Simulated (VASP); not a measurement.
# Ti (Im-3m) in VASP: single point with r2SCAN

Aim: the single point of Ti with r2SCAN.

Everything below comes from runs of VASP 6.6.1. Logs are shortened: lines on timing, memory, paths and dates and some standing lists are left out, and cuts for length are marked.

## Step 1: The cell of the first run

It takes space group Im-3m (No. 229, cubic). Conventional cell: a = 3.282 Å, b = 3.282 Å, c = 3.282 Å, α = 90.00°, β = 90.00°, γ = 90.00°. Within 3.7 Å of Ti (site symmetry m-3m) lie 14 Ti at 2.84 to 3.28 Å.

## Step 2: Single point, r2SCAN

The input, POSCAR:

```
Ti
1.0
   -1.6410000000      1.6410000000      1.6410000000
    1.6410000000     -1.6410000000      1.6410000000
    1.6410000000      1.6410000000     -1.6410000000
Ti
1
Direct
    0.0000000000      0.0000000000      0.0000000000
```

The input, INCAR.step1:

```
SYSTEM = Ti
PREC = Accurate ; ENCUT = 520
ISMEAR = -1 ; SIGMA = 0.05
LREAL = .FALSE. ; LASPH = .TRUE.
NELM = 80 ; NBANDS = 12
GGA = PE ; ALGO = Normal
EDIFF = 1E-4 ; LWAVE = .TRUE.
LCHARG = .FALSE.
```

The input, INCAR.step2:

```
SYSTEM = Ti
PREC = Accurate ; ENCUT = 520
EDIFF = 1E-6 ; ISMEAR = -1
SIGMA = 0.05 ; LREAL = .FALSE.
LASPH = .TRUE. ; NELM = 80
ALGO = Normal ; ISIF = 2
LWAVE = .FALSE. ; LCHARG = .TRUE.
METAGGA = R2SCAN ; LMIXTAU = .TRUE.
LELF = .TRUE. ; LVHAR = .TRUE.
NBANDS = 12 ; ISTART = 1
```

The input, KPOINTS:

```
Automatic mesh
0
G
  16 16 16
  0 0 0
```

Potentials or basis: VASP PAW PBE potentials, release 64 (Ti_sv).

Launch:

```
$ cat potpaw_PBE.64/Ti_sv/POTCAR > POTCAR
$ cp INCAR.step1 INCAR
$ mpirun -np 1 vasp_std > vasp.out
$ cp INCAR.step2 INCAR
$ mpirun -np 1 vasp_std > vasp.out
```

OUTCAR:

```text
SYSTEM = Ti
   PREC = Accurate
   ENCUT = 520
   EDIFF = 1E-6
   ISMEAR = -1
   LREAL = .FALSE.
   LASPH = .TRUE.
   NELM = 80
   ISIF = 2
   METAGGA = R2SCAN
   ISTART = 1

 ion  position               nearest neighbor table
   1  0.000  0.000  0.000-

  LATTYP: Found a body centered cubic cell.
 ALAT       =     3.2820000000

  Lattice vectors:

 A1 = (  -1.6410000000,   1.6410000000,   1.6410000000)
 A2 = (   1.6410000000,  -1.6410000000,   1.6410000000)
 A3 = (   1.6410000000,   1.6410000000,  -1.6410000000)

Analysis of symmetry for initial positions (statically):
=====================================================================
 Subroutine PRICEL returns:
 Original cell was already a primitive cell.

 Routine SETGRP: Setting up the symmetry group for a
 body centered cubic supercell.

 Subroutine GETGRP returns: Found 48 space group operations
 (whereof 48 operations were pure point group operations)
 out of a pool of 48 trial point group operations.

The static configuration has the point symmetry O_h .

Analysis of symmetry for dynamics (positions and initial velocities):
=====================================================================
 Subroutine PRICEL returns:
 Original cell was already a primitive cell.

 Routine SETGRP: Setting up the symmetry group for a
 body centered cubic supercell.

 Subroutine GETGRP returns: Found 48 space group operations
 (whereof 48 operations were pure point group operations)
 out of a pool of 48 trial point group operations.

The dynamic configuration has the point symmetry O_h .

 Subroutine INISYM returns: Found 48 space group operations
 (whereof 48 operations are pure point group operations),
 and found     1 'primitive' translations

----------------------------------------------------------------------------------------

                                     Primitive cell

  volume of cell :      17.6761

  direct lattice vectors                    reciprocal lattice vectors
    -1.641000000  1.641000000  1.641000000     0.000000000  0.304692261  0.304692261
     1.641000000 -1.641000000  1.641000000     0.304692261  0.000000000  0.304692261
     1.641000000  1.641000000 -1.641000000     0.304692261  0.304692261  0.000000000

  length of vectors
     2.842295375  2.842295375  2.842295375     0.430899928  0.430899928  0.430899928

  position of ions in fractional coordinates (direct lattice)
     0.000000000  0.000000000  0.000000000

  ion indices of the primitive-cell ions
   primitive index   ion index
                 1           1

----------------------------------------------------------------------------------------

 KPOINTS: Automatic mesh

Automatic generation of k-mesh.
 Grid dimensions read from file:
 generate k-points for:   16   16   16

 Generating k-lattice:

  Cartesian coordinates                     Fractional coordinates (reciprocal lattice)
     0.000000000  0.019043266  0.019043266     0.062500000  0.000000000  0.000000000
     0.019043266  0.000000000  0.019043266     0.000000000  0.062500000  0.000000000
     0.019043266  0.019043266  0.000000000     0.000000000  0.000000000  0.062500000

  Length of vectors
     0.026931245  0.026931245  0.026931245

  Shift w.r.t. Gamma in fractional coordinates (k-lattice)
     0.000000000  0.000000000  0.000000000

 Subroutine IBZKPT returns following result:
 ===========================================

 Found    145 irreducible k-points:

 Following reciprocal coordinates:
            Coordinates               Weight
  0.000000  0.000000  0.000000      1.000000
  0.062500  0.000000  0.000000     12.000000
  0.125000  0.000000  0.000000     12.000000
  0.187500  0.000000  0.000000     12.000000
  0.250000  0.000000  0.000000     12.000000
  0.312500  0.000000  0.000000     12.000000
[... 16 lines left out ...]
  0.187500  0.187500  0.000000     24.000000
  0.250000  0.187500 -0.000000     48.000000
 [... further k-points ...]
   k-points           NKPTS =    145   k-points in BZ     NKDIM =    145   number of bands    NBANDS=     12
   number of dos      NEDOS =    301   number of ions     NIONS =      1
   total plane-waves  NPLWV =  13824
   dimension x,y,z NGX =    24 NGY =   24 NGZ =   24
   dimension x,y,z NGXF=    48 NGYF=   48 NGZF=   48
   ions per type =               1
   NGX,Y,Z   is equivalent  to a cutoff of  14.04, 14.04, 14.04 a.u.
   NGXF,Y,Z  is equivalent  to a cutoff of  28.08, 28.08, 28.08 a.u.
 SYSTEM =  Ti
   PREC   = accura    normal or accurate (medium, high low for compatibility)
   ISTART =      1    job   : 0-new  1-cont  2-samecut
   ICHARG =      0    charge: 1-file 2-atom 10-const
   ISPIN  =      1    spin polarized calculation?
   LNONCOLLINEAR =      F non collinear calculations
   LSORBIT =      F    spin-orbit coupling
   LASPH  =      T    aspherical Exc in radial PAW
   ENCUT  =  520.0 eV  38.22 Ry    6.18 a.u.   5.28  5.28  5.28*2*pi/ulx,y,z
   NELM   =     80;   NELMIN=  2; NELMDL=  0     # of ELM steps
   EDIFF  = 0.1E-05   stopping-criterion for ELM
   LREAL  =      F    real-space projection
   EDIFFG = 0.1E-04   stopping-criterion for IOM
   NSW    =      0    number of steps for IOM
   IBRION =     -1    ionic relax: 0-MD 1-quasi-New 2-CG
   NFREE  =      0    steps in history (QN), initial steepest desc. (CG)
   ISIF   =      2    stress and relaxation
   ISYM   =      2    0-nonsym 1-usesym 2-fastsym
   POTIM  = 0.5000    time-step for ionic-motion
   TEBEG  =    0.0;   TEEND  =   0.0 temperature during run
   PSTRESS=    0.0 pullay stress
   NELECT =      12.0000    total number of electrons
   NUPDOWN=      -1.0000    fix difference up-down
   EMIN   =  10.00;   EMAX   =-10.00  energy-range for DOS
   EFERMI =   0.00;   METHOD = LEGACY
   ISMEAR =    -1;   SIGMA  =   0.05  broadening in eV -4-tet -1-fermi 0-gaus
   EFERMI_NEDOS =   21; number of points for ismear=-14 and -15
   IALGO  =     38    algorithm
   IMIX   =      4    mixing-type and parameters
     AMIX     =   0.40;   BMIX     =  1.00
     AMIX_MAG =   1.60;   BMIX_MAG =  1.00
  volume/ion in A,a.u.               =      17.68       119.28
  Fermi-wavevector in a.u.,A,eV,Ry     =   1.438821  2.718977 28.166848  2.070205
  Thomas-Fermi vector in A             =   2.557745
   LORBIT       =      0    0 simple, 1 ext, 2 COOP (PROOUT), +10 PAW based schemes
   METAGGA = R2SCAN    functional components
   LHFCALC =     F    Hartree Fock is set to
   AEXX    =    0.0000 exact exchange contribution
   IVDW    =     0    specifies the selected vdW correction
   LEPSILON=     F    determine dielectric tensor
   LRPA    =     F    only Hartree local field effects (RPA)
 non-spin polarized calculation
  energy-cutoff  :      520.00
  volume of cell :       17.68
 maximum number of plane-waves:       490
 NGX is ok and might be reduce to    24
   NGX = 11   NGY = 11   NGZ = 11

 number of electron      12.0000001 magnetization

 Free energy of the ion-electron system (eV)
  ---------------------------------------------------
  ext. energy  EPLUGINS =         0.00000000
  ---------------------------------------------------
  free energy    TOTEN  =       -12.81951267 eV

  energy without entropy =      -12.80022524  energy(sigma->0) =      -12.80986895

 E-fermi :   7.9326     XC(G=0): -12.3103

 val. band max:        7.9292132860   @ k =   0.3125   0.1875  -0.0000
 cond. band min:       7.9329656350   @ k =   0.3125   0.1250   0.0625
 fundamental gap:      0.0037523490
 Fermi energy:         7.9326177914

 k-point     1 :       0.0000    0.0000    0.0000
  band No.  band energies     occupation
      1     -51.0131      2.00000
      2     -25.8357      2.00000
      3     -25.8357      2.00000
      4     -25.8356      2.00000
      5       1.6338      2.00000
      6       9.0615      0.00000
      7       9.0615      0.00000
      8       9.0615      0.00000
      9      10.8029      0.00000
     10      10.8029      0.00000
     11      25.9003      0.00000
     12      25.9003      0.00000

 k-point     2 :       0.0625    0.0000    0.0000
  band No.  band energies     occupation
      1     -51.0084      2.00000
      2     -25.8617      2.00000
      3     -25.8436      2.00000
      4     -25.8359      2.00000
      5       1.7705      2.00000
      6       8.9978      0.00000
      7       9.0418      0.00000
      8       9.1587      0.00000
      9      10.7289      0.00000
     10      10.8064      0.00000
     11      25.6544      0.00000
     12      25.8790      0.00000

 k-point     3 :       0.1250    0.0000    0.0000
  band No.  band energies     occupation
      1     -50.9947      2.00000
      2     -25.9353      2.00000
      3     -25.8660      2.00000
      4     -25.8364      2.00000
      5       2.1693      2.00000
      6       8.8212      0.00000
      7       8.9509      0.00000
      8       9.4433      0.00000
      9      10.5744      0.00000
     10      10.8202      0.00000
     11      24.9013      0.00000
     12      25.6780      0.00000
[... 286 lines left out ...]
 k-point    23 :       0.1875    0.1875    0.0000
  band No.  band energies     occupation
      1     -50.9197      2.00000
      2     -26.2813      2.00000
      3     -25.9882      2.00000
      4     -25.8820      2.00000
      5       4.6714      2.00000
      6       7.8340      1.75559
      7       8.1211      0.04509
      8      10.3793      0.00000
      9      11.1332      0.00000
     10      11.5057      0.00000
     11      21.2403      0.00000
     12      21.5561      0.00000

 k-point    24 :       0.2500    0.1875   -0.0000
  band No.  band energies     occupation
      1     -50.9004      2.00000
      2     -26.3476      2.00000
      3     -26.0420      2.00000
      4     -25.8904      2.00000
      5       5.4078      2.00000
      6       7.5743      1.99846
      7       7.9955      0.44308
      8      10.4990      0.00000
      9      11.1953      0.00000
     10      12.2481      0.00000
     11      19.6258      0.00000
     12      20.7111      0.00000

 [... further k-points ...]
[... 5 lines left out ...]
  --------------------------------------------------------------------------------------
  -------------------------------------------------------------------------------------
  Total       -0.2862934     -0.2862934     -0.2862934     -0.0000000     -0.0000000      0.0000000
  in kB      -25.9499325    -25.9499325    -25.9499325     -0.0000000     -0.0000000      0.0000000
  external PRESSURE =     -25.9499325 kB  Pullay stress =       0.0000000 kB

 VOLUME and BASIS-vectors are now :
 -----------------------------------------------------------------------------
  energy-cutoff  :      520.00
  volume of cell :       17.68
      direct lattice vectors                 reciprocal lattice vectors
    -1.641000000  1.641000000  1.641000000     0.000000000  0.304692261  0.304692261
     1.641000000 -1.641000000  1.641000000     0.304692261  0.000000000  0.304692261
     1.641000000  1.641000000 -1.641000000     0.304692261  0.304692261  0.000000000

 POSITION                                       TOTAL-FORCE (eV/Angst)
 -----------------------------------------------------------------------------------
      0.00000      0.00000      0.00000        -0.000000      0.000000      0.000000
 -----------------------------------------------------------------------------------
    total drift:                                0.000000      0.000000      0.000000

  FREE ENERGIE OF THE ION-ELECTRON SYSTEM (eV)
  ---------------------------------------------------
  free  energy   TOTEN  =       -12.8195126681 eV

  energy  without entropy=      -12.8002252390  energy(sigma->0) =      -12.80986895
```

It took 45 s on 1 thread of Intel Xeon 6975P-C (Granite Rapids), shared host; peak memory 0.16 GiB.

Results:

| Quantity | Value |
| --- | --- |
| Free energy | -12.8195 eV |
| Pressure | -2.6 GPa |
| Band gap on the k mesh | zero (band 6 reaches 9.06 eV, above the bottom of band 7 at 7.28 eV) |

Levels at points of the mesh, in eV from the Fermi level:
```tsv
k point	band 3	band 4	band 5	band 6	band 7	band 8	band 9	band 10
(0.00, 0.00, 0.00)	-33.77	-33.77	-6.30	1.13	1.13	1.13	2.87	2.87
(0.50, 0.00, 0.00)	-33.97	-33.77	-2.53	-0.31	0.91	2.87	3.22	4.39
(0.50, 0.50, 0.50)	-34.21	-34.21	-2.20	-2.20	4.04	4.04	4.04	8.61
```

Caveat: the PAW data sets were made with another functional, which shifts forces and pressure a little.
